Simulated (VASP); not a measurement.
Ca3GeN, 5 atoms in the cell. It takes space group Pm-3m (No. 221, cubic). Conventional cell: a = 4.755 Å, b = 4.755 Å, c = 4.755 Å, α = 90.00°, β = 90.00°, γ = 90.00°. Within 3.1 Å of Ca (site symmetry 4/mmm) lie 2 N at 2.38 Å. Ge (site symmetry m-3m) has 12 Ca at 3.36 Å and 8 N at 4.12 Å within 4.4 Å. N (site symmetry m-3m) has 6 Ca at 2.38 Å within 3.1 Å. 

| Property | Result |
| --- | --- |
| Program | VASP 6.6.1 |
| Task | single point |
| Functional | PBEsol |
| Potentials or basis | VASP PAW PBE potentials, release 64 (Ca_sv, Ge_d, N) |
| Cutoff | 520 eV |
| k mesh | 8 × 8 × 8 |
| Occupations | gaussian, width 0.1 eV |
| Spin | no spin polarisation |
| Dipole correction | no |
| Further INCAR settings | ALGO = Normal; EDIFF = 1e-06; NBANDS = 32 |

Potentials or basis: VASP PAW PBE potentials, release 64 (Ca_sv, Ge_d, N).

Run with:

```console
$ cat potpaw_PBE.64/Ca_sv/POTCAR potpaw_PBE.64/Ge_d/POTCAR potpaw_PBE.64/N/POTCAR > POTCAR
$ mpirun -np 1 vasp_std > vasp.out
```

Hardware: 1 thread of Intel(R) Xeon(R) 6975P-C (Granite Rapids), on a shared host.

Estimate the wall time of this run.

Wall time 44 s on 1 thread of Intel(R) Xeon(R) 6975P-C (Granite Rapids) (shared host), peak memory 0.27 GiB. Counts: scf iterations 14, k points 35.
